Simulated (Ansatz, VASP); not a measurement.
# Co2Ni3Pt3 in VASP and in Ansatz

```
CELL_PARAMETERS angstrom
1.84508 3.69016 1.84508
3.69016 -1.84508 -1.84508
0.00000 3.69016 -3.69016
ATOMIC_POSITIONS crystal
Pt 0.01093 0.49293 0.73270
Pt 0.49609 0.76811 0.37977
Pt 0.02374 0.01175 0.49912
Ni 0.48773 0.76747 0.86525
Ni 0.00583 0.48807 0.23580
Ni 0.98370 0.00394 0.01125
Co 0.49497 0.23211 0.63906
Co 0.51074 0.24541 0.12961
```

Alike in both runs: task single point; functional PBE; k mesh 1 × 1 × 1; collinear spin.

```csv
,VASP,Ansatz
version,VASP 6.6.1,Ansatz 0.2 development build
potentials or method,"VASP PAW PBE potentials, release 64 (Pt, Ni, Co)","PAW hard, scalar-relativistic"
plane-wave cutoff (eV),600,920
occupations,"fermi-dirac, width 0.1 eV",fermi-dirac
```

|  | VASP | Ansatz | Ansatz less VASP |
| --- | --- | --- | --- |
| net moment per atom (μB) | 0.00 | 0.00 | 0.000 |

The k mesh is coarse, so the values compare programs but aren't converged. Neither program's run includes spin-orbit coupling.
